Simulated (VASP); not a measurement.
**SnO2: electric field gradients with LDA**

The system is SnO2.

```
CELL_PARAMETERS angstrom
4.83026 0.00000 0.00000
0.00000 4.83026 0.00000
0.00000 0.00000 3.24889
ATOMIC_POSITIONS crystal
Sn 0.00000 0.00000 0.00000
Sn 0.50000 0.50000 0.50000
O 0.30562 0.30562 0.00000
O 0.19438 0.80562 0.50000
O 0.69438 0.69438 0.00000
O 0.80562 0.19438 0.50000
```

This cell differs from its parent crystal: volume scaled by 1.06.

- Program: VASP 6.6.1
- Task: electric field gradients
- Functional: LDA
- Potentials or basis: VASP PAW LDA potentials, release 64 (Sn_d, O)
- Cutoff: 520 eV
- k mesh: 4 × 4 × 6
- Occupations: fermi-dirac, width 0.03 eV
- Spin: no spin polarisation
- Dipole correction: no
- Further INCAR settings: ALGO = Normal; EDIFF = 1e-08; NBANDS = 35

| Quantity | Value |
| --- | --- |
| Pressure | -10.9 GPa |
| Largest force | 0.231 eV/Å |
| Band gap on the k mesh | 0.48 eV, direct |

Forces in eV/Å, atoms in the order of the input:
```
Sn   0.000  0.000  0.000
Sn   0.000  0.000  0.000
O    0.164  0.164  0.000
O   -0.164  0.164  0.000
O   -0.164 -0.164  0.000
O    0.164 -0.164  0.000
```

Stress tensor (GPa, compression positive):
```
-10.19   0.00   0.00
  0.00 -10.19   0.00
  0.00   0.00 -12.32
```

Levels at points of the mesh, in eV from the valence-band top:
```
           k point  band 24  band 25  band 26  band 27  band 28  band 29
(0.00, 0.00, 0.00)    -0.76    -0.76     0.00     0.48     5.43     5.75
(0.50, 0.00, 0.00)    -1.26    -0.62    -0.62     3.69     3.69     6.51
(0.50, 0.50, 0.00)    -1.38    -0.86    -0.86     4.08     4.08     6.89
(0.00, 0.00, 0.50)    -1.57    -1.20    -1.20     5.33     5.33     9.05
(0.50, 0.00, 0.50)    -1.04    -0.78    -0.78     5.59     5.59     7.34
(0.50, 0.50, 0.50)    -0.93    -0.79    -0.79     4.06     4.06     8.33
```

Electric field gradients, principal values (V/Å²):
| atom | least | middle | greatest (by size) |
| --- | --- | --- | --- |
| 1 Sn | -4.970 | -46.354 | 51.324 |
| 2 Sn | -4.970 | -46.354 | 51.324 |
| 3 O | 48.885 | 64.523 | -113.408 |
| 4 O | 48.885 | 64.523 | -113.408 |
| 5 O | 48.885 | 64.523 | -113.408 |
| 6 O | 48.885 | 64.523 | -113.408 |

Run time: 20 s on 1 thread of Intel(R) Xeon(R) 6975P-C (Granite Rapids), with other jobs on the host, peak memory 0.18 GiB.

Caveat: without QUAD_EFG the Cq values of the log hold for a quadrupole moment of 1 mb, not for the nuclei; spin-orbit coupling is left out, which moves the levels of the heavy elements.
